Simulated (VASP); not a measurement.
Here is a VASP 6.6.1 calculation.

INCAR

```
SYSTEM = Bi
PREC     = Accurate       ! precision mode
ENCUT    = 520            ! plane-wave cutoff, eV
EDIFF    = 1E-6           ! SCF threshold, eV
ISMEAR   = 0              ! smearing method
SIGMA    = 0.1            ! smearing width, eV
LREAL    = .False.        ! projectors in reciprocal space
LASPH    = .True.         ! aspherical terms in the spheres
NELM     = 60             ! most SCF steps
ALGO     = Fast           ! electronic algorithm
ISIF     = 2              ! what is computed and relaxed
LWAVE    = .False.        ! write WAVECAR
LCHARG   = .False.        ! write CHGCAR
GGA      = PE             ! functional
NBANDS   = 22             ! bands
```

KPOINTS

```
regular mesh
0
Gamma
  10 18 16
  0 0 0
```

POSCAR

```
Bi
1.0
    6.5137711612      0.0000000000      0.0000000000
    0.0000000000      3.2693843388      0.0000000000
    0.0000000000      0.0000000000      3.2904808853
Bi
2
Direct
    0.2500000000      0.0000000000      0.4433468343
    0.7500000000      0.0000000000      0.5566531657
```

Potentials or basis: VASP PAW PBE potentials, release 64 (Bi_d).

Launch:

```console
$ cat potpaw_PBE.64/Bi_d/POTCAR > POTCAR
$ mpirun -np 1 vasp_std > vasp.out
```

Task: What does it give for the pressure?

Result: 0.0 GPa.

Task: Predict the band gap on the k mesh.

Result: Zero (bands 15 and 16 overlap by 6.06 eV).

Caveat: spin-orbit coupling is left out, which moves the levels of the heavy elements.
